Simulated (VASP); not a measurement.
Write the native input for VASP 6.6.1 that does the following.

```yaml
Task: relaxation of cell and atoms
Functional: PBE
Potentials_or_basis: VASP PAW PBE potentials, release 64 (Si)
Cutoff: 600 eV
k_mesh: 9 × 9 × 9
Occupations: gaussian, width 0.1 eV
Spin: no spin polarisation
Dipole_correction: no
Further_INCAR_settings: ALGO = Fast; EDIFF = 1e-06; IBRION = 2; EDIFFG = -0.01; NSW = 100; ISIF = 3
```

The structure of Si lies in POSCAR:

```
Si
1.0
    2.5916185743      1.4962716815      8.7487308475
   -2.5916185743      1.4962716815      8.7487308475
    0.0000000000     -2.9925433630      8.7487308475
Si
12
Direct
    0.0499159196      0.5416835605      0.0499159196
    0.0499159196      0.0499159196      0.5416835605
    0.5416835605      0.0499159196      0.0499159196
    0.9500840804      0.4583164395      0.9500840804
    0.4583164395      0.9500840804      0.9500840804
    0.9500840804      0.9500840804      0.4583164395
    0.2089076368      0.7049390734      0.2089076368
    0.2089076368      0.2089076368      0.7049390734
    0.7049390734      0.2089076368      0.2089076368
    0.7910923632      0.2950609266      0.7910923632
    0.2950609266      0.7910923632      0.7910923632
    0.7910923632      0.7910923632      0.2950609266
```

The input as run:

INCAR

```
SYSTEM = Si
  PREC = Accurate
  ENCUT = 600
  EDIFF = 1E-6
  ISMEAR = 0
  SIGMA = 0.1
  LREAL = .False.
  LASPH = .True.
  NELM = 60
  ALGO = Fast
  ISIF = 3
  LWAVE = .False.
  LCHARG = .False.
  GGA = PE
  IBRION = 2
  NSW = 100
  EDIFFG = -0.01
```

KPOINTS

```
regular mesh
0
Gamma
  9 9 9
  0 0 0
```

Potentials or basis: VASP PAW PBE potentials, release 64 (Si).

The run is started by

```console
$ cat potpaw_PBE.64/Si/POTCAR > POTCAR
$ mpirun -np 1 vasp_std > vasp.out
```

It gave:

```
Pressure after relaxing      : 0.0 GPa
Largest force after relaxing : 0.005 eV/Å
Band gap on the k mesh       : zero (bands 24 and 25 overlap by 1.11 eV)
```

Caveat: the relaxation stopped at its first step, so nothing moved.

Wall time 64 min on 1 thread of Oxide Virtual Turin-like Processor (shared host), peak memory 1.1 GiB.
